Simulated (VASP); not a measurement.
# Cd (P6_3/mmc) in VASP: further runs

The runs below take Cd through single point, relaxation of cell and atoms, with PBE.

All numbers are computed with VASP 6.6.1; they aren't measurements. Logs are shortened: lines on timing, memory, paths and dates and some standing lists are left out, and cuts for length are marked.

## 1. The cell of the first run

Symmetry: P6_3/mmc, No. 194, hexagonal system. Conventional cell: a = 3.000 Å, b = 3.000 Å, c = 11.877 Å, α = 90.00°, β = 90.00°, γ = 120.00°. Within 4.0 Å of Cd (site symmetry -3m) lie 12 Cd at 3.00 to 3.44 Å. Within 4.0 Å of Cd (site symmetry -6m2) lie 12 Cd at 3.00 to 3.44 Å.

## 2. Single point, PBE

INCAR

```
PREC = Accurate
ENCUT = 520
EDIFF = 1E-6
ISMEAR = 0
SIGMA = 0.1
LREAL = F
LASPH = T
NELM = 100
ALGO = Fast
ISIF = 2
LWAVE = F
LCHARG = F
GGA = PE
NBANDS = 32
```

KPOINTS

```
Automatic mesh
0
Gamma
  12 12 4
```

POSCAR

```
Cd
1.0
    3.0004515812      0.0000000000      0.0000000000
   -1.5002257906      2.5984672921      0.0000000000
    0.0000000000      0.0000000000     11.8769109110
Cd
4
Direct
    0.0000000000      0.0000000000      0.0000000000
    0.3333333333      0.6666666667      0.2500000000
    0.0000000000      0.0000000000      0.5000000000
    0.6666666667      0.3333333333      0.7500000000
```

Potentials or basis: VASP PAW PBE potentials, release 64 (Cd).

Started as:

```bash
$ cat potpaw_PBE.64/Cd/POTCAR > POTCAR
$ mpirun -np 1 vasp_std > vasp.out
```

OUTCAR:

```text
PREC = Accurate
   ENCUT = 520
   EDIFF = 1E-6
   ISMEAR = 0
   LREAL = F
   LASPH = T
   NELM = 100
   ISIF = 2
   GGA = PE

 ion  position               nearest neighbor table
   1  0.000  0.000  0.000-   2 3.44   4 3.44   2 3.44   4 3.44   4 3.44   2 3.44
   2  0.333  0.667  0.250-   1 3.44   3 3.44   1 3.44   3 3.44   1 3.44   3 3.44
   3  0.000  0.000  0.500-   2 3.44   4 3.44   2 3.44   4 3.44   4 3.44   2 3.44
   4  0.667  0.333  0.750-   1 3.44   3 3.44   1 3.44   3 3.44   1 3.44   3 3.44

  LATTYP: Found a hexagonal cell.
 ALAT       =     3.0004515812
 C/A-ratio  =     3.9583744612

  Lattice vectors:

 A1 = (   3.0004515812,   0.0000000000,   0.0000000000)
 A2 = (  -1.5002257906,   2.5984672921,   0.0000000000)
 A3 = (   0.0000000000,   0.0000000000,  11.8769109110)

Analysis of symmetry for initial positions (statically):
=====================================================================
 Subroutine PRICEL returns:
 Original cell was already a primitive cell.

 Routine SETGRP: Setting up the symmetry group for a
 hexagonal supercell.

 Subroutine GETGRP returns: Found 24 space group operations
 (whereof 12 operations were pure point group operations)
 out of a pool of 24 trial point group operations.

The static configuration has the point symmetry D_3d.
 The point group associated with its full space group is D_6h.

Analysis of symmetry for dynamics (positions and initial velocities):
=====================================================================
 Subroutine PRICEL returns:
 Original cell was already a primitive cell.

 Routine SETGRP: Setting up the symmetry group for a
 hexagonal supercell.

 Subroutine GETGRP returns: Found 24 space group operations
 (whereof 12 operations were pure point group operations)
 out of a pool of 24 trial point group operations.

The dynamic configuration has the point symmetry D_3d.
 The point group associated with its full space group is D_6h.

 Subroutine INISYM returns: Found 24 space group operations
 (whereof 12 operations are pure point group operations),
 and found     1 'primitive' translations

----------------------------------------------------------------------------------------

                                     Primitive cell

  volume of cell :      92.5992

  direct lattice vectors                    reciprocal lattice vectors
     3.000451581  0.000000000  0.000000000     0.333283165  0.192421125  0.000000000
    -1.500225791  2.598467292  0.000000000     0.000000000  0.384842250  0.000000000
     0.000000000  0.000000000 11.876910911     0.000000000  0.000000000  0.084196977

  length of vectors
     3.000451581  3.000451581 11.876910911     0.384842250  0.384842250  0.084196977

  position of ions in fractional coordinates (direct lattice)
     0.000000000  0.000000000  0.000000000
     0.333333333  0.666666667  0.250000000
     0.000000000  0.000000000  0.500000000
     0.666666667  0.333333333  0.750000000

  ion indices of the primitive-cell ions
   primitive index   ion index
                 1           1
                 2           2
                 3           3
                 4           4

----------------------------------------------------------------------------------------

 KPOINTS: Automatic mesh

Automatic generation of k-mesh.
 Grid dimensions read from file:
 generate k-points for:   12   12    4

 Generating k-lattice:

  Cartesian coordinates                     Fractional coordinates (reciprocal lattice)
     0.027773597  0.016035094  0.000000000     0.083333333 -0.000000000  0.000000000
     0.000000000  0.032070188  0.000000000     0.000000000  0.083333333  0.000000000
     0.000000000  0.000000000  0.021049244     0.000000000  0.000000000  0.250000000

  Length of vectors
     0.032070188  0.032070188  0.021049244

  Shift w.r.t. Gamma in fractional coordinates (k-lattice)
     0.000000000  0.000000000  0.000000000

 Subroutine IBZKPT returns following result:
 ===========================================

 Found     57 irreducible k-points:

 Following reciprocal coordinates:
            Coordinates               Weight
  0.000000  0.000000  0.000000      1.000000
  0.083333 -0.000000  0.000000      6.000000
  0.166667 -0.000000  0.000000      6.000000
  0.250000  0.000000  0.000000      6.000000
  0.333333 -0.000000  0.000000      6.000000
  0.416667 -0.000000  0.000000      6.000000
[... 16 lines left out ...]
  0.250000  0.000000  0.250000     12.000000
  0.333333 -0.000000  0.250000     12.000000
 [... further k-points ...]
   k-points           NKPTS =     57   k-points in BZ     NKDIM =     57   number of bands    NBANDS=     32
   number of dos      NEDOS =    301   number of ions     NIONS =      4
   total plane-waves  NPLWV =  51840
   dimension x,y,z NGX =    24 NGY =   24 NGZ =   90
   dimension x,y,z NGXF=    48 NGYF=   48 NGZF=  180
   ions per type =               4
   NGX,Y,Z   is equivalent  to a cutoff of  13.30, 13.30, 12.60 a.u.
   NGXF,Y,Z  is equivalent  to a cutoff of  26.60, 26.60, 25.20 a.u.
 SYSTEM =  unknown system
   PREC   = accura    normal or accurate (medium, high low for compatibility)
   ISTART =      0    job   : 0-new  1-cont  2-samecut
   ICHARG =      2    charge: 1-file 2-atom 10-const
   ISPIN  =      1    spin polarized calculation?
   LNONCOLLINEAR =      F non collinear calculations
   LSORBIT =      F    spin-orbit coupling
   LASPH  =      T    aspherical Exc in radial PAW
   ENCUT  =  520.0 eV  38.22 Ry    6.18 a.u.   5.58  5.58 22.08*2*pi/ulx,y,z
   NELM   =    100;   NELMIN=  2; NELMDL= -5     # of ELM steps
   EDIFF  = 0.1E-05   stopping-criterion for ELM
   LREAL  =      F    real-space projection
   EDIFFG = 0.1E-04   stopping-criterion for IOM
   NSW    =      0    number of steps for IOM
   IBRION =     -1    ionic relax: 0-MD 1-quasi-New 2-CG
   NFREE  =      0    steps in history (QN), initial steepest desc. (CG)
   ISIF   =      2    stress and relaxation
   ISYM   =      2    0-nonsym 1-usesym 2-fastsym
   POTIM  = 0.5000    time-step for ionic-motion
   TEBEG  =    0.0;   TEEND  =   0.0 temperature during run
   PSTRESS=    0.0 pullay stress
   NELECT =      48.0000    total number of electrons
   NUPDOWN=      -1.0000    fix difference up-down
   EMIN   =  10.00;   EMAX   =-10.00  energy-range for DOS
   EFERMI =   0.00;   METHOD = LEGACY
   ISMEAR =     0;   SIGMA  =   0.10  broadening in eV -4-tet -1-fermi 0-gaus
   EFERMI_NEDOS =   21; number of points for ismear=-14 and -15
   IALGO  =     68    algorithm
   IMIX   =      4    mixing-type and parameters
     AMIX     =   0.40;   BMIX     =  1.00
     AMIX_MAG =   1.60;   BMIX_MAG =  1.00
  volume/ion in A,a.u.               =      23.15       156.22
  Fermi-wavevector in a.u.,A,eV,Ry     =   1.315082  2.485144 23.530463  1.729440
  Thomas-Fermi vector in A             =   2.445290
   LORBIT       =      0    0 simple, 1 ext, 2 COOP (PROOUT), +10 PAW based schemes
   GGA     = PE    functional components
   LHFCALC =     F    Hartree Fock is set to
   AEXX    =    0.0000 exact exchange contribution
   IVDW    =     0    specifies the selected vdW correction
   LEPSILON=     F    determine dielectric tensor
   LRPA    =     F    only Hartree local field effects (RPA)
 non-spin polarized calculation
 RMM-DIIS sequential band-by-band and
 Gauss-broadening in eV      SIGMA  =   0.10
  energy-cutoff  :      520.00
  volume of cell :       92.60
 maximum number of plane-waves:      2529
 NGX is ok and might be reduce to    24
   NGX = 11   NGY = 11   NGZ = 45

 number of electron      47.9999995 magnetization

 Free energy of the ion-electron system (eV)
  ---------------------------------------------------
  ext. energy  EPLUGINS =         0.00000000
  ---------------------------------------------------
  free energy    TOTEN  =        -2.98559345 eV

  energy without entropy =       -2.98058502  energy(sigma->0) =       -2.98308923

 E-fermi :   2.5623     XC(G=0): -10.6534

 val. band max:        2.5016112984   @ k =   0.2500   0.2500   0.2500
 cond. band min:       2.5880426400   @ k =   0.3333   0.1667   0.2500
 fundamental gap:      0.0864313415
 Fermi energy:         2.5622855521

 k-point     1 :       0.0000    0.0000    0.0000
  band No.  band energies     occupation
      1      -7.2035      2.00000
      2      -7.1197      2.00000
      3      -7.1162      2.00000
      4      -7.0327      2.00000
      5      -6.6502      2.00000
      6      -6.6502      2.00000
[... 24 lines left out ...]
     31      17.4271      0.00000
     32      17.4666      0.00000

 k-point     2 :       0.0833   -0.0000    0.0000
  band No.  band energies     occupation
      1      -7.1350      2.00000
      2      -7.0530      2.00000
      3      -7.0509      2.00000
      4      -6.9709      2.00000
      5      -6.6751      2.00000
      6      -6.6642      2.00000
[... 24 lines left out ...]
     31      15.8682      0.00000
     32      15.9076      0.00000

 k-point     3 :       0.1667   -0.0000    0.0000
  band No.  band energies     occupation
      1      -7.0255      2.00000
      2      -6.9515      2.00000
      3      -6.9513      2.00000
      4      -6.8713      2.00000
      5      -6.7177      2.00000
      6      -6.6833      2.00000
[... 24 lines left out ...]
     31      12.8417      0.00000
     32      14.5684      0.00000

 k-point     4 :       0.2500    0.0000    0.0000
  band No.  band energies     occupation
      1      -7.0893      2.00000
      2      -7.0146      2.00000
      3      -7.0118      2.00000
      4      -6.9400      2.00000
      5      -6.6949      2.00000
      6      -6.6908      2.00000
[... 654 lines left out ...]
     31      13.4356      0.00000
     32      14.6576      0.00000

 k-point    23 :       0.2500    0.0000    0.2500
  band No.  band energies     occupation
      1      -7.0836      2.00000
      2      -7.0427      2.00000
      3      -6.9838      2.00000
      4      -6.9449      2.00000
      5      -6.6845      2.00000
      6      -6.6722      2.00000
[... 24 lines left out ...]
     31      11.9614      0.00000
     32      12.1346      0.00000

 k-point    24 :       0.3333   -0.0000    0.2500
  band No.  band energies     occupation
      1      -7.2104      2.00000
      2      -7.1682      2.00000
      3      -7.1125      2.00000
      4      -7.0814      2.00000
      5      -6.8399      2.00000
      6      -6.7842      2.00000
[... 24 lines left out ...]
     31       9.8286      0.00000
     32      11.3953      0.00000

 [... further k-points ...]

------------------------ aborting loop because EDIFF is reached ----------------------------------------

  FORCE on cell =-STRESS in cart. coord.  units (eV):
  Direction    XX          YY          ZZ          XY          YZ          ZX
  --------------------------------------------------------------------------------------
  -------------------------------------------------------------------------------------
  Total        0.2033239      0.2033239      0.0890219      0.0000000      0.0000000      0.0000000
  in kB        3.5179663      3.5179663      1.5402810      0.0000000      0.0000000      0.0000000
  external PRESSURE =       2.8587379 kB  Pullay stress =       0.0000000 kB

 VOLUME and BASIS-vectors are now :
 -----------------------------------------------------------------------------
  energy-cutoff  :      520.00
  volume of cell :       92.60
      direct lattice vectors                 reciprocal lattice vectors
     3.000451581  0.000000000  0.000000000     0.333283165  0.192421125  0.000000000
    -1.500225791  2.598467292  0.000000000     0.000000000  0.384842250  0.000000000
     0.000000000  0.000000000 11.876910911     0.000000000  0.000000000  0.084196977

 POSITION                                       TOTAL-FORCE (eV/Angst)
 -----------------------------------------------------------------------------------
      0.00000      0.00000      0.00000        -0.000000      0.000000      0.000000
     -0.00000      1.73231      2.96923         0.000000      0.000000     -0.000000
      0.00000      0.00000      5.93846        -0.000000      0.000000      0.000000
      1.50023      0.86616      8.90768        -0.000000      0.000000      0.000000
 -----------------------------------------------------------------------------------
    total drift:                               -0.000000      0.000000     -0.000000

  FREE ENERGIE OF THE ION-ELECTRON SYSTEM (eV)
  ---------------------------------------------------
  free  energy   TOTEN  =        -2.9855934466 eV

  energy  without entropy=       -2.9805850230  energy(sigma->0) =       -2.98308923
```

Wall time 53 s (1 thread of Intel Xeon 6975P-C (Granite Rapids), shared host); peak memory 0.29 GiB.

Results:

| Item | Value |
| --- | --- |
| Free energy | -2.9856 eV |
| Pressure | 0.3 GPa |
| Band gap on the k mesh | zero (bands 24 and 25 overlap by 4.11 eV) |

Stress tensor (GPa, compression positive):
```
0.35 0.00 0.00
0.00 0.35 0.00
0.00 0.00 0.15
```

Levels at points of the mesh, in eV from the Fermi level:
```csv
k point,band 21,band 22,band 23,band 24,band 25,band 26,band 27,band 28
"(0.00, 0.00, 0.00)",-8.44,-7.13,-7.13,-3.62,-2.93,2.76,2.76,8.90
"(0.50, 0.00, 0.00)",-2.04,-1.82,-1.34,-1.20,-0.12,-0.06,1.82,2.36
"(0.00, 0.00, 0.50)",-8.12,-8.12,-5.52,-5.52,-0.48,-0.48,6.32,6.32
"(0.50, 0.00, 0.50)",-1.87,-1.87,-1.46,-1.46,0.43,0.43,1.25,1.25
```

(Continued in part 2 of 2.)
